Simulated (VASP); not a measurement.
# GdO (P-6m2) in VASP: further runs

GdO is run at these levels: PBE, LDA; tasks: single point.

All numbers are computed with VASP 6.6.1; they aren't measurements. Logs are shortened: lines on timing, memory, paths and dates and some standing lists are left out, and cuts for length are marked.

## Step 1: The cell of the first run

Symmetry: P-6m2, No. 187, hexagonal system. Conventional cell: a = 3.113 Å, b = 3.113 Å, c = 3.038 Å, α = 90.00°, β = 90.00°, γ = 120.00°. Gd (site symmetry -6m2) has 6 O at 2.35 Å and 2 Gd at 3.04 Å within 3.1 Å. O (site symmetry -6m2) has 6 Gd at 2.35 Å and 2 O at 3.04 Å within 3.1 Å.

## Step 2: Single point, PBE, collinear spin, ferromagnetic start

INCAR

```
ALGO = Normal
EDIFF = 1E-6
ENCUT = 520
GGA = PE
ISIF = 2
ISMEAR = -1
ISPIN = 2
LASPH = T
LCHARG = T
LELF = T
LMAXMIX = 6
LORBIT = 11
LREAL = F
LVHAR = T
LWAVE = F
MAGMOM = -5.69 0
NBANDS = 23
NELM = 150
PREC = Accurate
SIGMA = 0.05
```

KPOINTS

```
k-points
0
Gamma
  10 10 9
```

POSCAR

```
GdO
1.0
    3.1132995800      0.0000000000      0.0000000000
   -1.5566497900      2.6961965200      0.0000000000
    0.0000000000      0.0000000000      3.0384261400
Gd O
1 1
Direct
    0.0000000000      0.0000000000      0.0000000000
    0.6666666667      0.3333333333      0.5000000000
```

Potentials or basis: VASP PAW PBE potentials, release 64 (Gd, O).

Launch:

```bash
$ cat potpaw_PBE.64/Gd/POTCAR potpaw_PBE.64/O/POTCAR > POTCAR
$ mpirun -np 1 vasp_std > vasp.out
```

OUTCAR:

```text
EDIFF = 1E-6
   ENCUT = 520
   GGA = PE
   ISIF = 2
   ISMEAR = -1
   ISPIN = 2
   LASPH = T
   LORBIT = 11
   LREAL = F
   NELM = 150
   PREC = Accurate

 ion  position               nearest neighbor table
   1  0.000  0.000  0.000-   2 2.35   2 2.35   2 2.35   2 2.35   2 2.35   2 2.35
   2  0.667  0.333  0.500-   1 2.35   1 2.35   1 2.35   1 2.35   1 2.35   1 2.35

  LATTYP: Found a hexagonal cell.
 ALAT       =     3.1132995800
 C/A-ratio  =     0.9759504545

  Lattice vectors:

 A1 = (   3.1132995800,   0.0000000000,   0.0000000000)
 A2 = (  -1.5566497900,   2.6961965200,   0.0000000000)
 A3 = (   0.0000000000,   0.0000000000,   3.0384261400)

Analysis of symmetry for initial positions (statically):
=====================================================================
 Subroutine PRICEL returns:
 Original cell was already a primitive cell.

 Routine SETGRP: Setting up the symmetry group for a
 hexagonal supercell.

 Subroutine GETGRP returns: Found 12 space group operations
 (whereof 12 operations were pure point group operations)
 out of a pool of 24 trial point group operations.

The static configuration has the point symmetry D_3h.

Analysis of symmetry for dynamics (positions and initial velocities):
=====================================================================
 Subroutine PRICEL returns:
 Original cell was already a primitive cell.

 Routine SETGRP: Setting up the symmetry group for a
 hexagonal supercell.

 Subroutine GETGRP returns: Found 12 space group operations
 (whereof 12 operations were pure point group operations)
 out of a pool of 24 trial point group operations.

The dynamic configuration has the point symmetry D_3h.

Analysis of structural, dynamic, and magnetic symmetry:
=====================================================================
 Subroutine PRICEL returns:
 Original cell was already a primitive cell.

 Routine SETGRP: Setting up the symmetry group for a
 hexagonal supercell.

 Subroutine GETGRP returns: Found 12 space group operations
 (whereof 12 operations were pure point group operations)
 out of a pool of 24 trial point group operations.

The overall configuration has the point symmetry D_3h.

 Subroutine INISYM returns: Found 12 space group operations
 (whereof 12 operations are pure point group operations),
 and found     1 'primitive' translations

----------------------------------------------------------------------------------------

                                     Primitive cell

  volume of cell :      25.5048

  direct lattice vectors                    reciprocal lattice vectors
     3.113299580  0.000000000  0.000000000     0.321202626  0.185446423  0.000000000
    -1.556649790  2.696196520  0.000000000     0.000000000  0.370892846  0.000000000
     0.000000000  0.000000000  3.038426140     0.000000000  0.000000000  0.329117758

  length of vectors
     3.113299580  3.113299575  3.038426140     0.370892845  0.370892846  0.329117758

  position of ions in fractional coordinates (direct lattice)
     0.000000000  0.000000000  0.000000000
     0.666666667  0.333333333  0.500000000

  ion indices of the primitive-cell ions
   primitive index   ion index
                 1           1
                 2           2

----------------------------------------------------------------------------------------

 KPOINTS: k-points

Automatic generation of k-mesh.
 Grid dimensions read from file:
 generate k-points for:   10   10    9

 Generating k-lattice:

  Cartesian coordinates                     Fractional coordinates (reciprocal lattice)
     0.032120263  0.018544642  0.000000000     0.100000000  0.000000000  0.000000000
     0.000000000  0.037089285  0.000000000     0.000000000  0.100000000  0.000000000
     0.000000000  0.000000000  0.036568640     0.000000000  0.000000000  0.111111111

  Length of vectors
     0.037089285  0.037089285  0.036568640

  Shift w.r.t. Gamma in fractional coordinates (k-lattice)
     0.000000000  0.000000000  0.000000000

 Subroutine IBZKPT returns following result:
 ===========================================

 Found     70 irreducible k-points:

 Following reciprocal coordinates:
            Coordinates               Weight
  0.000000  0.000000  0.000000      1.000000
  0.100000  0.000000  0.000000      6.000000
  0.200000  0.000000  0.000000      6.000000
  0.300000  0.000000  0.000000      6.000000
  0.400000  0.000000  0.000000      6.000000
  0.500000  0.000000  0.000000      3.000000
[... 16 lines left out ...]
  0.300000  0.100000  0.111111     24.000000
  0.400000  0.100000  0.111111     24.000000
 [... further k-points ...]
   k-points           NKPTS =     70   k-points in BZ     NKDIM =     70   number of bands    NBANDS=     23
   number of dos      NEDOS =    301   number of ions     NIONS =      2
   total plane-waves  NPLWV =  13824
   dimension x,y,z NGX =    24 NGY =   24 NGZ =   24
   dimension x,y,z NGXF=    48 NGYF=   48 NGZF=   48
   ions per type =               1   1
   NGX,Y,Z   is equivalent  to a cutoff of  12.82, 12.82, 13.13 a.u.
   NGXF,Y,Z  is equivalent  to a cutoff of  25.63, 25.63, 26.26 a.u.
 SYSTEM =  unknown system
   PREC   = accura    normal or accurate (medium, high low for compatibility)
   ISTART =      0    job   : 0-new  1-cont  2-samecut
   ICHARG =      2    charge: 1-file 2-atom 10-const
   ISPIN  =      2    spin polarized calculation?
   LNONCOLLINEAR =      F non collinear calculations
   LSORBIT =      F    spin-orbit coupling
   LASPH  =      T    aspherical Exc in radial PAW
   ENCUT  =  520.0 eV  38.22 Ry    6.18 a.u.   5.79  5.79  5.65*2*pi/ulx,y,z
   NELM   =    150;   NELMIN=  2; NELMDL= -5     # of ELM steps
   EDIFF  = 0.1E-05   stopping-criterion for ELM
   LREAL  =      F    real-space projection
   EDIFFG = 0.1E-04   stopping-criterion for IOM
   NSW    =      0    number of steps for IOM
   IBRION =     -1    ionic relax: 0-MD 1-quasi-New 2-CG
   NFREE  =      0    steps in history (QN), initial steepest desc. (CG)
   ISIF   =      2    stress and relaxation
   ISYM   =      2    0-nonsym 1-usesym 2-fastsym
   POTIM  = 0.5000    time-step for ionic-motion
   TEBEG  =    0.0;   TEEND  =   0.0 temperature during run
   PSTRESS=    0.0 pullay stress
   NELECT =      24.0000    total number of electrons
   NUPDOWN=      -1.0000    fix difference up-down
   EMIN   =  10.00;   EMAX   =-10.00  energy-range for DOS
   EFERMI =   0.00;   METHOD = LEGACY
   ISMEAR =    -1;   SIGMA  =   0.05  broadening in eV -4-tet -1-fermi 0-gaus
   EFERMI_NEDOS =   21; number of points for ismear=-14 and -15
   IALGO  =     38    algorithm
   IMIX   =      4    mixing-type and parameters
     AMIX     =   0.40;   BMIX     =  1.00
     AMIX_MAG =   1.60;   BMIX_MAG =  1.00
  volume/ion in A,a.u.               =      12.75        86.06
  Fermi-wavevector in a.u.,A,eV,Ry     =   1.604248  3.031589 35.016116  2.573612
  Thomas-Fermi vector in A             =   2.700783
   LORBIT       =     11    0 simple, 1 ext, 2 COOP (PROOUT), +10 PAW based schemes
   GGA     = PE    functional components
   LHFCALC =     F    Hartree Fock is set to
   AEXX    =    0.0000 exact exchange contribution
   IVDW    =     0    specifies the selected vdW correction
   LEPSILON=     F    determine dielectric tensor
   LRPA    =     F    only Hartree local field effects (RPA)
 spin polarized calculation
  energy-cutoff  :      520.00
  volume of cell :       25.50
 maximum number of plane-waves:       701
 NGX is ok and might be reduce to    24
   NGX = 11   NGY = 11   NGZ = 11

 number of electron      23.9999995 magnetization      -7.1716568

 Free energy of the ion-electron system (eV)
  ---------------------------------------------------
  ext. energy  EPLUGINS =         0.00000000
  ---------------------------------------------------
  free energy    TOTEN  =       -21.27294188 eV

  energy without entropy =      -21.25840594  energy(sigma->0) =      -21.26567391

 E-fermi :   7.0943     XC(G=0): -12.5987

 val. band max:        7.0928244641   @ k =   0.4000   0.0000   0.3333
 cond. band min:       7.0982834838   @ k =   0.1000   0.1000   0.4444
 fundamental gap:      0.0054590196
 Fermi energy:         7.0942603394

 spin component 1

 k-point     1 :       0.0000    0.0000    0.0000
  band No.  band energies     occupation
      1     -35.1750      1.00000
      2     -13.3505      1.00000
      3     -12.8036      1.00000
      4     -12.4912      1.00000
      5     -12.4912      1.00000
      6       1.7211      1.00000
[... 15 lines left out ...]
     22      20.5512      0.00000
     23      24.3714      0.00000

 k-point     2 :       0.1000    0.0000    0.0000
  band No.  band energies     occupation
      1     -35.1429      1.00000
      2     -13.9226      1.00000
      3     -12.7593      1.00000
      4     -12.5541      1.00000
      5     -12.0662      1.00000
      6       1.4325      1.00000
[... 15 lines left out ...]
     22      20.9243      0.00000
     23      24.2182      0.00000

 k-point     3 :       0.2000    0.0000    0.0000
  band No.  band energies     occupation
      1     -35.0577      1.00000
      2     -14.8091      1.00000
      3     -12.7141      1.00000
      4     -12.6404      1.00000
      5     -11.5553      1.00000
      6       0.8660      1.00000
[... 15 lines left out ...]
     22      21.1284      0.00000
     23      24.7309      0.00000
[... 495 lines left out ...]
 k-point    23 :       0.3000    0.1000    0.1111
  band No.  band energies     occupation
      1     -34.8640      1.00000
      2     -15.8415      1.00000
      3     -13.1985      1.00000
      4     -12.7900      1.00000
      5     -10.8612      1.00000
      6       0.2685      1.00000
[... 15 lines left out ...]
     22      21.1443      0.00000
     23      24.7088      0.00000

 k-point    24 :       0.4000    0.1000    0.1111
  band No.  band energies     occupation
      1     -34.8020      1.00000
      2     -16.1632      1.00000
      3     -13.3373      1.00000
      4     -12.6505      1.00000
      5     -10.8426      1.00000
      6       0.0525      1.00000
[... 15 lines left out ...]
     22      21.2664      0.00000
     23      22.9807      0.00000

 [... further k-points ...]

 spin component 2

 k-point     1 :       0.0000    0.0000    0.0000
  band No.  band energies     occupation
      1     -38.2346      1.00000
      2     -15.0478      1.00000
      3     -14.7998      1.00000
      4     -14.7998      1.00000
      5     -13.4510      1.00000
      6       1.4077      1.00000
[... 15 lines left out ...]
     22      19.4983      0.00000
     23      23.5758      0.00000

 k-point     2 :       0.1000    0.0000    0.0000
  band No.  band energies     occupation
      1     -38.2081      1.00000
      2     -15.3278      1.00000
      3     -15.0124      1.00000
      4     -14.8525      1.00000
      5     -13.0387      1.00000
      6       1.1059      1.00000
[... 15 lines left out ...]
     22      19.9163      0.00000
     23      23.4401      0.00000

 k-point     3 :       0.2000    0.0000    0.0000
  band No.  band energies     occupation
      1     -38.1382      1.00000
      2     -16.2123      1.00000
      3     -14.9876      1.00000
      4     -14.9179      1.00000
      5     -12.4517      1.00000
      6       0.5302      1.00000
[... 15 lines left out ...]
     22      20.2448      0.00000
     23      23.6508      0.00000
[... 495 lines left out ...]
 k-point    23 :       0.3000    0.1000    0.1111
  band No.  band energies     occupation
      1     -37.9800      1.00000
      2     -17.2366      1.00000
      3     -15.3656      1.00000
      4     -15.0175      1.00000
      5     -11.7553      1.00000
      6      -0.0722      1.00000
[... 15 lines left out ...]
     22      20.2531      0.00000
     23      23.4113      0.00000

 k-point    24 :       0.4000    0.1000    0.1111
  band No.  band energies     occupation
      1     -37.9298      1.00000
      2     -17.5611      1.00000
      3     -15.4843      1.00000
      4     -14.9180      1.00000
      5     -11.6662      1.00000
      6      -0.2800      1.00000
[... 15 lines left out ...]
     22      20.0378      0.00000
     23      21.8459      0.00000

 [... further k-points ...]
[... 5 lines left out ...]
  --------------------------------------------------------------------------------------
  -------------------------------------------------------------------------------------
  Total        5.1609357      5.1609357      4.8545963      0.0000000      0.0000000      0.0000000
  in kB      324.2036444    324.2036430    304.9597786      0.0000000      0.0000000      0.0000000
  external PRESSURE =     317.7890220 kB  Pullay stress =       0.0000000 kB

 VOLUME and BASIS-vectors are now :
 -----------------------------------------------------------------------------
  energy-cutoff  :      520.00
  volume of cell :       25.50
      direct lattice vectors                 reciprocal lattice vectors
     3.113299580  0.000000000  0.000000000     0.321202626  0.185446423  0.000000000
    -1.556649790  2.696196520  0.000000000     0.000000000  0.370892846  0.000000000
     0.000000000  0.000000000  3.038426140     0.000000000  0.000000000  0.329117758

 POSITION                                       TOTAL-FORCE (eV/Angst)
 -----------------------------------------------------------------------------------
      0.00000      0.00000      0.00000        -0.000000      0.000000      0.000000
      1.55665      0.89873      1.51921         0.000000     -0.000000      0.000000
 -----------------------------------------------------------------------------------
    total drift:                               -0.000001      0.000000      0.000000

  FREE ENERGIE OF THE ION-ELECTRON SYSTEM (eV)
  ---------------------------------------------------
  free  energy   TOTEN  =       -21.2729418830 eV

  energy  without entropy=      -21.2584059422  energy(sigma->0) =      -21.26567391

 total charge

# of ion       s       p       d       f       tot
--------------------------------------------------
    1        2.036   5.634   0.755   7.076  15.501
    2        1.563   3.494   0.000   0.000   5.057
--------------------------------------------------
tot          3.599   9.129   0.755   7.076  20.558

 magnetization (x)

# of ion       s       p       d       f       tot
--------------------------------------------------
    1       -0.000   0.066  -0.170  -6.720  -6.824
    2        0.002   0.014   0.000   0.000   0.016
--------------------------------------------------
tot          0.002   0.080  -0.170  -6.720  -6.808
```

Run time: 2 min. Hardware: 1 thread of AMD EPYC 9R45 (Zen 5), shared host; peak memory 0.17 GiB.

Results:

```
Free energy                                           : -21.2729 eV
Pressure                                              : 31.8 GPa
Net moment                                            : -7.17 μB per cell
Site moments                                          : Gd -6.82; O +0.02 μB
Valence electrons inside the program's atomic spheres : Gd 15.50; O 5.06
```

Stress tensor (GPa, compression positive):
```
32.42  0.00  0.00
 0.00 32.42  0.00
 0.00  0.00 30.50
```

Caveat: spin-orbit coupling is left out, which moves the levels of the heavy elements; a cell with one magnetic atom can't hold antiferromagnetic order, which such compounds often take; without U or exact exchange the open f shell lies at the Fermi level, which spoils levels, moments and volumes. The state reached can hang on the start; a lower one may exist.

(Continued in part 2 of 2.)
